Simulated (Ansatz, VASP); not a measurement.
Ru in VASP and in Ansatz

```
Ru
1.0
     2.69075    0.00000    0.00000
     0.00000    4.24938    0.00000
     0.00000    0.00000   21.43730
Ru
6
Cartesian
  2.0181 3.1870 8.1318
  0.6727 1.0623 8.7685
  0.6727 3.1870 10.3550
  2.0181 1.0623 11.0823
  2.0181 3.1870 12.6688
  0.6727 1.0623 13.3055
```

Alike in both runs: functional PBEsol; k mesh 13 × 9 × 1; occupations fermi-dirac, width 0.08 eV; no spin polarisation.

Ansatz relaxed the structure, and its values are those at the end. VASP's run is a single point on that final structure, the one shown.

|  | VASP | Ansatz |
| --- | --- | --- |
| version | VASP 6.6.1 | Ansatz 0.2.0 |
| potentials or method | VASP PAW PBE potentials, release 64 (Ru_pv), cutoff 520 eV | all-electron LAPW, scalar-relativistic |

```tsv
	VASP	Ansatz	Ansatz less VASP
rms of the force components (eV/Å)	0.004	0.000	-0.0035
```

VASP's potentials were made for PBE, not for PBEsol. Ansatz ran all-electron here, and VASP with PAW potentials.
